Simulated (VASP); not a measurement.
Here is a VASP 6.6.1 calculation.

INCAR

```
SYSTEM = BN
  ALGO = Normal
  EDIFF = 1E-8
  ENCUT = 520
  GGA = PS
  ISIF = 2
  ISMEAR = -1
  LASPH = .True.
  LCHARG = .False.
  LEFG = .True.
  LREAL = .False.
  LWAVE = .False.
  NBANDS = 16
  NELM = 60
  PREC = Accurate
  SIGMA = 0.03
```

Contents of KPOINTS:

```
k-points
0
Gamma
  11 11 4
  0 0 0
```

File POSCAR:

```
BN
1.0
    2.5039917043      0.0125199585      0.0125199585
   -1.2411532501      2.1622604475      0.0045826229
    0.0333060000      0.0333060000      6.6612000000
B N
2 2
Direct
    0.3333333333      0.6666666667      0.2500000000
    0.6666666667      0.3333333333      0.7500000000
    0.3333333333      0.6666666667      0.7500000000
    0.6666666667      0.3333333333      0.2500000000
```

Potentials or basis: VASP PAW PBE potentials, release 64 (B, N).

The run is started by

```sh
$ cat potpaw_PBE.64/B/POTCAR potpaw_PBE.64/N/POTCAR > POTCAR
$ mpirun -np 1 vasp_std > vasp.out
```

(1) What does it give for the band gap on the k mesh?

(2) Estimate the largest force.

(3) What does it give for the pressure?

Answers

(1) 4.19 eV (least direct gap 4.59 eV).

(2) 0.132 eV/Å.

(3) 0.8 GPa.

Caveat: the cell differs from its parent crystal (equal xy, yz and zx shear strains of +1 %); without QUAD_EFG the Cq values of the log hold for a quadrupole moment of 1 mb, not for the nuclei; the PAW data sets were made with another functional, which shifts forces and pressure a little.
